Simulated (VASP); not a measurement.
# SrO (I4/mmm) in VASP: single point with HSE06

Aim: the single point of SrO with HSE06.

Program: VASP 6.6.1. These are calculated values, not measurements. Logs are shortened: lines on timing, memory, paths and dates and some standing lists are left out, and cuts for length are marked.

**1. The cell of the first run**

It takes space group I4/mmm (No. 139, tetragonal). Conventional cell: a = 3.649 Å, b = 3.649 Å, c = 4.910 Å, α = 90.00°, β = 90.00°, γ = 90.00°. Within 3.2 Å of Sr (site symmetry 4/mmm) lie 6 O at 2.46 to 2.58 Å. Within 3.2 Å of O (site symmetry 4/mmm) lie 6 Sr at 2.46 to 2.58 Å.

**2. Single point, HSE06 (uniaxial z strain -4.8%)**

POSCAR reads:

```
SrO
1.0
    0.0000000000      2.5798923266      2.4550255380
    2.5798923266      0.0000000000      2.4550255380
    2.5798923266      2.5798923266      0.0000000000
Sr O
1 1
Direct
    0.0000000000      0.0000000000      0.0000000000
    0.5000000000      0.5000000000      0.5000000000
```

INCAR.step1 reads:

```
SYSTEM = SrO
ALGO = Normal
EDIFF = 1E-5
ENCUT = 520
GGA = PE
ISIF = 2
ISMEAR = 0
LASPH = .True.
LCHARG = .False.
LREAL = .False.
LWAVE = .True.
NBANDS = 15
NELM = 60
PREC = Accurate
SIGMA = 0.01
```

INCAR.step2 reads:

```
SYSTEM = SrO
ALGO = Normal
EDIFF = 1E-6
ENCUT = 520
GGA = PE
HFSCREEN = 0.2079
ISIF = 2
ISMEAR = 0
ISTART = 1
LASPH = .True.
LCHARG = .False.
LHFCALC = .True.
LREAL = .False.
LWAVE = .False.
NBANDS = 15
NELM = 60
PREC = Accurate
PRECFOCK = Normal
SIGMA = 0.01
```

KPOINTS reads:

```
k-points
0
Gamma
  6 6 6
  0 0 0
```

Potentials or basis: VASP PAW PBE potentials, release 64 (Sr_sv, O).

Started as:

```bash
$ cat potpaw_PBE.64/Sr_sv/POTCAR potpaw_PBE.64/O/POTCAR > POTCAR
$ cp INCAR.step1 INCAR
$ mpirun -np 1 vasp_std > vasp.out
$ cp INCAR.step2 INCAR
$ mpirun -np 1 vasp_std > vasp.out
```

OUTCAR:

```text
SYSTEM = SrO
   EDIFF = 1E-6
   ENCUT = 520
   GGA = PE
   HFSCREEN = 0.2079
   ISIF = 2
   ISMEAR = 0
   ISTART = 1
   LASPH = .True.
   LHFCALC = .True.
   LREAL = .False.
   NELM = 60
   PREC = Accurate
   PRECFOCK = Normal

 ion  position               nearest neighbor table
   1  0.000  0.000  0.000-   2 2.46   2 2.46   2 2.58   2 2.58   2 2.58   2 2.58
   2  0.500  0.500  0.500-   1 2.46   1 2.46   1 2.58   1 2.58   1 2.58   1 2.58

  LATTYP: Found a body centered tetragonal cell.
 ALAT       =     3.6485187177
 C/A-ratio  =     1.3457656260

  Lattice vectors:

 A1 = (   0.0000000000,  -2.5798923266,  -2.4550255380)
 A2 = (   0.0000000000,   2.5798923266,  -2.4550255380)
 A3 = (   2.5798923266,   0.0000000000,   2.4550255380)

Analysis of symmetry for initial positions (statically):
=====================================================================
 Subroutine PRICEL returns:
 Original cell was already a primitive cell.

 Routine SETGRP: Setting up the symmetry group for a
 body centered tetragonal supercell.

 Subroutine GETGRP returns: Found 16 space group operations
 (whereof 16 operations were pure point group operations)
 out of a pool of 16 trial point group operations.

The static configuration has the point symmetry D_4h.

Analysis of symmetry for dynamics (positions and initial velocities):
=====================================================================
 Subroutine PRICEL returns:
 Original cell was already a primitive cell.

 Routine SETGRP: Setting up the symmetry group for a
 body centered tetragonal supercell.

 Subroutine GETGRP returns: Found 16 space group operations
 (whereof 16 operations were pure point group operations)
 out of a pool of 16 trial point group operations.

The dynamic configuration has the point symmetry D_4h.

 Subroutine INISYM returns: Found 16 space group operations
 (whereof 16 operations are pure point group operations),
 and found     1 'primitive' translations

----------------------------------------------------------------------------------------

                                     Primitive cell

  volume of cell :      32.6805

  direct lattice vectors                    reciprocal lattice vectors
     0.000000000  2.579892327  2.455025538    -0.193806538  0.193806538  0.203663869
     2.579892327  0.000000000  2.455025538     0.193806538 -0.193806538  0.203663869
     2.579892327  2.579892327  0.000000000     0.193806538  0.193806538 -0.203663869

  length of vectors
     3.561319251  3.561319251  3.648518718     0.341468769  0.341468769  0.341468769

[... 101 lines left out ...]
  volume/ion in A,a.u.               =      16.34       110.27
  Fermi-wavevector in a.u.,A,eV,Ry     =   1.290283  2.438282 22.651403  1.664831
  Thomas-Fermi vector in A             =   2.422124
   LORBIT       =      0    0 simple, 1 ext, 2 COOP (PROOUT), +10 PAW based schemes
   GGA     = PE    functional components
   LHFCALC =     T    Hartree Fock is set to
   PRECFOCK=normal    Normal, Fast or Accurate (Low or Medium for compatibility)
   ENCUT4O =  -1.0   cutoff for four orbital integrals eV
   NKREDX  =     1    reduce k-point grid by
   NKREDY  =     1    reduce k-point grid by
   NKREDZ  =     1    reduce k-point grid by
   AEXX    =    0.2500 exact exchange contribution
   HFSCREEN=    0.2079 screening length (either q_TF or 0.3 A-1)
   HFSCREENC=   0.2079 screening length for correlation (either q_TF or 0.3 A-1)
   ENCUTFOCK=  -1.0 apply spherical cutoff to Coloumb kernel
   IVDW    =     0    specifies the selected vdW correction
   LEPSILON=     F    determine dielectric tensor
   LRPA    =     F    only Hartree local field effects (RPA)
 non-spin polarized calculation
 Gauss-broadening in eV      SIGMA  =   0.01
  energy-cutoff  :      520.00
  volume of cell :       32.68
 maximum number of plane-waves:       925
 NGX is ok and might be reduce to    28
  NGX = 20; NGY = 20; NGZ = 24

 number of electron      15.9999995 magnetization

 Free energy of the ion-electron system (eV)
  ---------------------------------------------------
  ext. energy  EPLUGINS =         0.00000000
  ---------------------------------------------------
  free energy    TOTEN  =       -14.12446307 eV

  energy without entropy =      -14.12446307  energy(sigma->0) =      -14.12446307

 E-fermi :   0.9537     XC(G=0):  -8.4088

 val. band max:        0.9010813398   @ k =   0.0000   0.0000   0.0000
 cond. band min:       5.3701189958   @ k =   0.5000   0.5000   0.0000
 fundamental gap:      4.4690376559
 Fermi energy:         0.9536514053

 k-point     1 :       0.0000    0.0000    0.0000
  band No.  band energies     occupation
      1     -33.3998      2.00000
      2     -15.8435      2.00000
      3     -13.7080      2.00000
      4     -13.7060      2.00000
      5     -13.7060      2.00000
      6       0.7184      2.00000
      7       0.7184      2.00000
      8       0.9011      2.00000
      9       6.4857      0.00000
     10       8.6309      0.00000
     11       8.6309      0.00000
     12       9.0278      0.00000
     13      10.7308      0.00000
     14      11.5552      0.00000
[... 401 lines left out ...]
      2     -16.3775      2.00000
      3     -14.5306      2.00000
      4     -14.0245      2.00000
      5     -13.6720      2.00000
      6      -0.0544      2.00000
      7       0.2250      2.00000
      8       0.4463      2.00000
      9       6.5196      0.00000
     10      10.7358      0.00000
     11      11.8678      0.00000
     12      13.2490      0.00000
     13      13.8152      0.00000
     14      15.3164      0.00000
     15      16.8537      0.00000

 [... further k-points ...]

------------------------ aborting loop because EDIFF is reached ----------------------------------------

  FORCE on cell =-STRESS in cart. coord.  units (eV):
  Direction    XX          YY          ZZ          XY          YZ          ZX
  --------------------------------------------------------------------------------------
  -------------------------------------------------------------------------------------
  Total        0.5979135      0.5979135      2.4810418      0.0000000      0.0000000      0.0000000
  in kB       29.3129646     29.3129646    121.6341431      0.0000000      0.0000000      0.0000000
  external PRESSURE =      60.0866908 kB  Pullay stress =       0.0000000 kB

 VOLUME and BASIS-vectors are now :
 -----------------------------------------------------------------------------
  energy-cutoff  :      520.00
  volume of cell :       32.68
      direct lattice vectors                 reciprocal lattice vectors
     0.000000000  2.579892327  2.455025538    -0.193806538  0.193806538  0.203663869
     2.579892327  0.000000000  2.455025538     0.193806538 -0.193806538  0.203663869
     2.579892327  2.579892327  0.000000000     0.193806538  0.193806538 -0.203663869

 POSITION                                       TOTAL-FORCE (eV/Angst)
 -----------------------------------------------------------------------------------
      0.00000      0.00000      0.00000         0.000000      0.000000     -0.000000
      2.57989      2.57989      2.45503         0.000000      0.000000      0.000000
 -----------------------------------------------------------------------------------
    total drift:                               -0.000000     -0.000000     -0.000000

  FREE ENERGIE OF THE ION-ELECTRON SYSTEM (eV)
  ---------------------------------------------------
  free  energy   TOTEN  =       -14.1244630695 eV

  energy  without entropy=      -14.1244630695  energy(sigma->0) =      -14.12446307
```

OUTCAR.step1:

```text
SYSTEM = SrO
   EDIFF = 1E-5
   ENCUT = 520
   GGA = PE
   ISIF = 2
   ISMEAR = 0
[... 656 lines left out ...]
      0.00000      0.00000      0.00000        -0.000000      0.000000      0.000000
      2.57989      2.57989      2.45503         0.000000     -0.000000      0.000000
 -----------------------------------------------------------------------------------
    total drift:                                0.000000      0.000000      0.000000

  FREE ENERGIE OF THE ION-ELECTRON SYSTEM (eV)
  ---------------------------------------------------
  free  energy   TOTEN  =       -11.9648553000 eV

  energy  without entropy=      -11.9648553000  energy(sigma->0) =      -11.96485530
```

OSZICAR.step1:

```text
N       E                     dE             d eps       ncg     rms          rms(c)
DAV:   1     0.664974634395E+02    0.66497E+02   -0.85965E+03   900   0.105E+03
DAV:   2    -0.111971260291E+02   -0.77695E+02   -0.70916E+02  1224   0.220E+02
DAV:   3    -0.141512344998E+02   -0.29541E+01   -0.29386E+01  1148   0.383E+01
DAV:   4    -0.141987271725E+02   -0.47493E-01   -0.47487E-01  1166   0.482E+00
DAV:   5    -0.142003870846E+02   -0.16599E-02   -0.16599E-02  1123   0.612E-01    0.181E+01
DAV:   6    -0.120999295693E+02    0.21005E+01   -0.65605E+00   914   0.200E+01    0.213E+01
DAV:   7    -0.119740990588E+02    0.12583E+00   -0.27159E-01  1096   0.472E+00    0.124E+01
DAV:   8    -0.119624622783E+02    0.11637E-01   -0.11193E-01  1194   0.330E+00    0.662E-01
DAV:   9    -0.119642178792E+02   -0.17556E-02   -0.53454E-03  1192   0.474E-01    0.233E-01
DAV:  10    -0.119647142147E+02   -0.49634E-03   -0.45271E-04   949   0.191E-01    0.725E-02
DAV:  11    -0.119648375577E+02   -0.12334E-03   -0.11320E-04   977   0.784E-02    0.271E-02
DAV:  12    -0.119648552717E+02   -0.17714E-04   -0.25251E-05   934   0.370E-02    0.140E-02
DAV:  13    -0.119648553000E+02   -0.28308E-07   -0.76391E-07   611   0.812E-03
   1 F= -.11964855E+02 E0= -.11964855E+02  d E =-.333447-102
```

Wall time 65 min (1 thread of Oxide Virtual Turin-like, shared host); peak memory 0.25 GiB.

Results:

```yaml
Free_energy: -14.1245 eV
Pressure: 6.0 GPa
Band_gap_on_the_k_mesh: 4.47 eV (least direct gap 4.72 eV)
```

Stress tensor (GPa, compression positive):
```
 2.93  0.00  0.00
 0.00  2.93  0.00
 0.00  0.00 12.16
```

Caveat: the cell differs from its parent crystal (uniaxial z strain -4.8%); the stress differs along the axes, from 3 to 12 GPa; the PAW data sets were made with another functional, which shifts forces and pressure a little. A k mesh can miss the band edges.
